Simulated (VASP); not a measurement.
# Nb3As2 (P4/mmm) in VASP: single point with PBE

Aim: the single point of Nb3As2 with PBE.

Everything below comes from runs of VASP 6.6.1. Logs are shortened: lines on timing, memory, paths and dates and some standing lists are left out, and cuts for length are marked.

## (1) The cell of the first run

Symmetry: P4/mmm, No. 123, tetragonal system. The conventional cell has a = 4.320 Å, b = 4.320 Å, c = 6.162 Å, α = 90.00°, β = 90.00°, γ = 90.00°. Nb (site symmetry mmm) has 2 As at 2.16 Å within 2.9 Å. Nb (site symmetry 4/mmm) has 6 As at 3.05 to 3.08 Å and 8 Nb at 3.76 Å within 4.0 Å. As (site symmetry 4/mmm) has 4 Nb at 2.16 Å within 2.9 Å. Within 4.0 Å of As (site symmetry 4/mmm) lie 12 Nb at 3.05 to 3.76 Å.

The cell was built from a structure type or drawn by symmetry, and may not be a known phase.

## (2) Single point, PBE

Input file INCAR:

```
SYSTEM = Nb3As2
PREC = Accurate
ENCUT = 520
EDIFF = 1E-6
ISMEAR = 0
SIGMA = 0.1
LREAL = .FALSE.
LASPH = .TRUE.
NELM = 80
ALGO = Normal
ISIF = 2
LWAVE = .FALSE.
LCHARG = .TRUE.
GGA = PE
LELF = .TRUE.
LVHAR = .TRUE.
NBANDS = 32
```

Input file KPOINTS:

```
regular mesh
0
G
  4 4 4
  0 0 0
```

Input file POSCAR:

```
Nb3As2
1.0
    4.3202441800      0.0000000000      0.0000000000
    0.0000000000      4.3202441800      0.0000000000
    0.0000000000      0.0000000000      6.1623614000
Nb As
3 2
Direct
    0.0000000000      0.5000000000      0.0000000000
    0.5000000000      0.0000000000      0.0000000000
    0.5000000000      0.5000000000      0.5000000000
    0.5000000000      0.5000000000      0.0000000000
    0.0000000000      0.0000000000      0.5000000000
```

Potentials or basis: VASP PAW PBE potentials, release 64 (Nb_sv, As).

On the command line:

```console
$ cat potpaw_PBE.64/Nb_sv/POTCAR potpaw_PBE.64/As/POTCAR > POTCAR
$ mpirun -np 1 vasp_std > vasp.out
```

OUTCAR:

```text
SYSTEM = Nb3As2
   PREC = Accurate
   ENCUT = 520
   EDIFF = 1E-6
   ISMEAR = 0
   LREAL = .FALSE.
   LASPH = .TRUE.
   NELM = 80
   ISIF = 2
   GGA = PE

 ion  position               nearest neighbor table
   1  0.000  0.500  0.000-   4 2.16   4 2.16
   2  0.500  0.000  0.000-   4 2.16   4 2.16
   3  0.500  0.500  0.500-
   4  0.500  0.500  0.000-   1 2.16   2 2.16   2 2.16   1 2.16
   5  0.000  0.000  0.500-

  LATTYP: Found a simple tetragonal cell.
 ALAT       =     4.3202441800
 C/A-ratio  =     1.4263919221

  Lattice vectors:

 A1 = (   4.3202441800,   0.0000000000,   0.0000000000)
 A2 = (   0.0000000000,   4.3202441800,   0.0000000000)
 A3 = (   0.0000000000,   0.0000000000,   6.1623614000)

Analysis of symmetry for initial positions (statically):
=====================================================================
 Subroutine PRICEL returns:
 Original cell was already a primitive cell.

 Routine SETGRP: Setting up the symmetry group for a
 simple tetragonal supercell.

 Subroutine GETGRP returns: Found 16 space group operations
 (whereof 16 operations were pure point group operations)
 out of a pool of 16 trial point group operations.

The static configuration has the point symmetry D_4h.

Analysis of symmetry for dynamics (positions and initial velocities):
=====================================================================
 Subroutine PRICEL returns:
 Original cell was already a primitive cell.

 Routine SETGRP: Setting up the symmetry group for a
 simple tetragonal supercell.

 Subroutine GETGRP returns: Found 16 space group operations
 (whereof 16 operations were pure point group operations)
 out of a pool of 16 trial point group operations.

The dynamic configuration has the point symmetry D_4h.

 Subroutine INISYM returns: Found 16 space group operations
 (whereof 16 operations are pure point group operations),
 and found     1 'primitive' translations

----------------------------------------------------------------------------------------

                                     Primitive cell

  volume of cell :     115.0175

  direct lattice vectors                    reciprocal lattice vectors
     4.320244180  0.000000000  0.000000000     0.231468398  0.000000000  0.000000000
     0.000000000  4.320244180  0.000000000     0.000000000  0.231468398  0.000000000
     0.000000000  0.000000000  6.162361400     0.000000000  0.000000000  0.162275455

  length of vectors
     4.320244180  4.320244180  6.162361400     0.231468398  0.231468398  0.162275455

  position of ions in fractional coordinates (direct lattice)
     0.000000000  0.500000000  0.000000000
     0.500000000  0.000000000  0.000000000
     0.500000000  0.500000000  0.500000000
     0.500000000  0.500000000  0.000000000
     0.000000000  0.000000000  0.500000000

  ion indices of the primitive-cell ions
   primitive index   ion index
                 1           1
                 2           2
                 3           3
                 4           4
                 5           5

----------------------------------------------------------------------------------------

 KPOINTS: regular mesh

Automatic generation of k-mesh.
 Grid dimensions read from file:
 generate k-points for:    4    4    4

 Generating k-lattice:

  Cartesian coordinates                     Fractional coordinates (reciprocal lattice)
     0.057867100  0.000000000  0.000000000     0.250000000  0.000000000  0.000000000
     0.000000000  0.057867100  0.000000000     0.000000000  0.250000000  0.000000000
     0.000000000  0.000000000  0.040568864     0.000000000  0.000000000  0.250000000

  Length of vectors
     0.057867100  0.057867100  0.040568864

  Shift w.r.t. Gamma in fractional coordinates (k-lattice)
     0.000000000  0.000000000  0.000000000

 Subroutine IBZKPT returns following result:
 ===========================================

 Found     18 irreducible k-points:

 Following reciprocal coordinates:
            Coordinates               Weight
  0.000000  0.000000  0.000000      1.000000
  0.250000  0.000000  0.000000      4.000000
  0.500000  0.000000  0.000000      2.000000
  0.250000  0.250000  0.000000      4.000000
  0.500000  0.250000  0.000000      4.000000
  0.500000  0.500000  0.000000      1.000000
[... 10 lines left out ...]
  0.500000  0.250000  0.500000      4.000000
  0.500000  0.500000  0.500000      1.000000
   k-points           NKPTS =     18   k-points in BZ     NKDIM =     18   number of bands    NBANDS=     32
   number of dos      NEDOS =    301   number of ions     NIONS =      5
   total plane-waves  NPLWV =  49152
   dimension x,y,z NGX =    32 NGY =   32 NGZ =   48
   dimension x,y,z NGXF=    64 NGYF=   64 NGZF=   96
   ions per type =               3   2
   NGX,Y,Z   is equivalent  to a cutoff of  12.31, 12.31, 12.95 a.u.
   NGXF,Y,Z  is equivalent  to a cutoff of  24.63, 24.63, 25.90 a.u.
 SYSTEM =  Nb3As2
   PREC   = accura    normal or accurate (medium, high low for compatibility)
   ISTART =      0    job   : 0-new  1-cont  2-samecut
   ICHARG =      2    charge: 1-file 2-atom 10-const
   ISPIN  =      1    spin polarized calculation?
   LNONCOLLINEAR =      F non collinear calculations
   LSORBIT =      F    spin-orbit coupling
   LASPH  =      T    aspherical Exc in radial PAW
   ENCUT  =  520.0 eV  38.22 Ry    6.18 a.u.   8.03  8.03 11.46*2*pi/ulx,y,z
   NELM   =     80;   NELMIN=  2; NELMDL= -5     # of ELM steps
   EDIFF  = 0.1E-05   stopping-criterion for ELM
   LREAL  =      F    real-space projection
[... 7 lines left out ...]
   TEBEG  =    0.0;   TEEND  =   0.0 temperature during run
   PSTRESS=    0.0 pullay stress
   NELECT =      49.0000    total number of electrons
   NUPDOWN=      -1.0000    fix difference up-down
   EMIN   =  10.00;   EMAX   =-10.00  energy-range for DOS
   EFERMI =   0.00;   METHOD = LEGACY
   ISMEAR =     0;   SIGMA  =   0.10  broadening in eV -4-tet -1-fermi 0-gaus
   EFERMI_NEDOS =   21; number of points for ismear=-14 and -15
   IALGO  =     38    algorithm
   IMIX   =      4    mixing-type and parameters
     AMIX     =   0.40;   BMIX     =  1.00
     AMIX_MAG =   1.60;   BMIX_MAG =  1.00
  volume/ion in A,a.u.               =      23.00       155.24
  Fermi-wavevector in a.u.,A,eV,Ry     =   1.231834  2.327829 20.645693  1.517416
  Thomas-Fermi vector in A             =   2.366628
   LORBIT       =      0    0 simple, 1 ext, 2 COOP (PROOUT), +10 PAW based schemes
   GGA     = PE    functional components
   LHFCALC =     F    Hartree Fock is set to
   AEXX    =    0.0000 exact exchange contribution
   IVDW    =     0    specifies the selected vdW correction
   LEPSILON=     F    determine dielectric tensor
   LRPA    =     F    only Hartree local field effects (RPA)
 non-spin polarized calculation
 Gauss-broadening in eV      SIGMA  =   0.10
  energy-cutoff  :      520.00
  volume of cell :      115.02
 maximum number of plane-waves:      3160
   NGX = 17   NGY = 17   NGZ = 23

 number of electron      48.9999997 magnetization

 Free energy of the ion-electron system (eV)
  ---------------------------------------------------
  ext. energy  EPLUGINS =         0.00000000
  ---------------------------------------------------
  free energy    TOTEN  =       -31.58381734 eV

  energy without entropy =      -31.55990721  energy(sigma->0) =      -31.57186227

 E-fermi :   6.8797     XC(G=0): -10.4993

 val. band max:        6.8644462971   @ k =   0.0000   0.0000   0.2500
 cond. band min:       6.8899649180   @ k =   0.5000   0.0000   0.2500
 fundamental gap:      0.0255186209
 Fermi energy:         6.8797302236

 k-point     1 :       0.0000    0.0000    0.0000
  band No.  band energies     occupation
      1     -49.0916      2.00000
      2     -48.0267      2.00000
      3     -47.9017      2.00000
      4     -25.1002      2.00000
      5     -25.1002      2.00000
      6     -25.0051      2.00000
[... 24 lines left out ...]
     31       8.2107      0.00000
     32       8.6816      0.00000

 k-point     2 :       0.2500    0.0000    0.0000
  band No.  band energies     occupation
      1     -49.0914      2.00000
      2     -48.0102      2.00000
      3     -47.9218      2.00000
      4     -25.1056      2.00000
      5     -25.0994      2.00000
      6     -25.0037      2.00000
[... 24 lines left out ...]
     31       8.7270      0.00000
     32       8.9316      0.00000

 k-point     3 :       0.5000    0.0000    0.0000
  band No.  band energies     occupation
      1     -49.0913      2.00000
      2     -47.9713      2.00000
      3     -47.9643      2.00000
      4     -25.1109      2.00000
      5     -25.0985      2.00000
      6     -25.0023      2.00000
[... 24 lines left out ...]
     31       8.8395      0.00000
     32       9.6307      0.00000

 k-point     4 :       0.2500    0.2500    0.0000
  band No.  band energies     occupation
      1     -49.0912      2.00000
      2     -47.9989      2.00000
      3     -47.9364      2.00000
      4     -25.1050      2.00000
      5     -25.1046      2.00000
      6     -25.0024      2.00000
[... 24 lines left out ...]
     31       8.5094      0.00000
     32       8.8946      0.00000

 k-point     5 :       0.5000    0.2500    0.0000
  band No.  band energies     occupation
      1     -49.0911      2.00000
      2     -47.9711      2.00000
      3     -47.9676      2.00000
      4     -25.1101      2.00000
      5     -25.1041      2.00000
      6     -25.0011      2.00000
[... 374 lines left out ...]
     31       8.5038      0.00000
     32       9.4146      0.00000

 k-point    16 :       0.2500    0.2500    0.5000
  band No.  band energies     occupation
      1     -49.0912      2.00000
      2     -47.9989      2.00000
      3     -47.9364      2.00000
      4     -25.1049      2.00000
      5     -25.1047      2.00000
      6     -25.0119      2.00000
[... 24 lines left out ...]
     31       8.7867      0.00000
     32       8.8389      0.00000

 k-point    17 :       0.5000    0.2500    0.5000
  band No.  band energies     occupation
      1     -49.0911      2.00000
      2     -47.9711      2.00000
      3     -47.9676      2.00000
      4     -25.1108      2.00000
      5     -25.1040      2.00000
      6     -25.0272      2.00000
[... 24 lines left out ...]
     31       8.6027      0.00000
     32       8.9202      0.00000

 k-point    18 :       0.5000    0.5000    0.5000
  band No.  band energies     occupation
      1     -49.0909      2.00000
      2     -47.9708      2.00000
      3     -47.9708      2.00000
      4     -25.1100      2.00000
      5     -25.1100      2.00000
      6     -25.0979      2.00000
[... 24 lines left out ...]
     31       8.9897      0.00000
     32       9.4871      0.00000

------------------------ aborting loop because EDIFF is reached ----------------------------------------

  FORCE on cell =-STRESS in cart. coord.  units (eV):
  Direction    XX          YY          ZZ          XY          YZ          ZX
  --------------------------------------------------------------------------------------
  -------------------------------------------------------------------------------------
  Total       21.2222011     21.2222011    -15.6408728      0.0000000     -0.0000000      0.0000000
  in kB      295.6223433    295.6223433   -217.8752075      0.0000000     -0.0000000      0.0000000
  external PRESSURE =     124.4564930 kB  Pullay stress =       0.0000000 kB

 VOLUME and BASIS-vectors are now :
 -----------------------------------------------------------------------------
  energy-cutoff  :      520.00
  volume of cell :      115.02
      direct lattice vectors                 reciprocal lattice vectors
     4.320244180  0.000000000  0.000000000     0.231468398  0.000000000  0.000000000
     0.000000000  4.320244180  0.000000000     0.000000000  0.231468398  0.000000000
     0.000000000  0.000000000  6.162361400     0.000000000  0.000000000  0.162275455

 POSITION                                       TOTAL-FORCE (eV/Angst)
 -----------------------------------------------------------------------------------
      0.00000      2.16012      0.00000         0.000000      0.000000      0.000000
      2.16012      0.00000      0.00000         0.000000      0.000000      0.000000
      2.16012      2.16012      3.08118         0.000000      0.000000      0.000000
      2.16012      2.16012      0.00000         0.000000      0.000000      0.000000
      0.00000      0.00000      3.08118         0.000000      0.000000      0.000000
 -----------------------------------------------------------------------------------
    total drift:                                0.000000      0.000000     -0.000000

  FREE ENERGIE OF THE ION-ELECTRON SYSTEM (eV)
  ---------------------------------------------------
  free  energy   TOTEN  =       -31.5838173357 eV

  energy  without entropy=      -31.5599072085  energy(sigma->0) =      -31.57186227
```

Wall time 34 s (1 thread of Intel Xeon 6975P-C (Granite Rapids), shared host); peak memory 0.23 GiB.

What came out:

```yaml
Free_energy: -31.5838 eV
Pressure: 12.4 GPa
Band_gap_on_the_k_mesh: zero (an odd number of electrons rules out a gap without spin polarisation)
```

Caveat: the k points lie up to 0.36 Å⁻¹ apart, too coarse for converged energies and pressures of a metal.
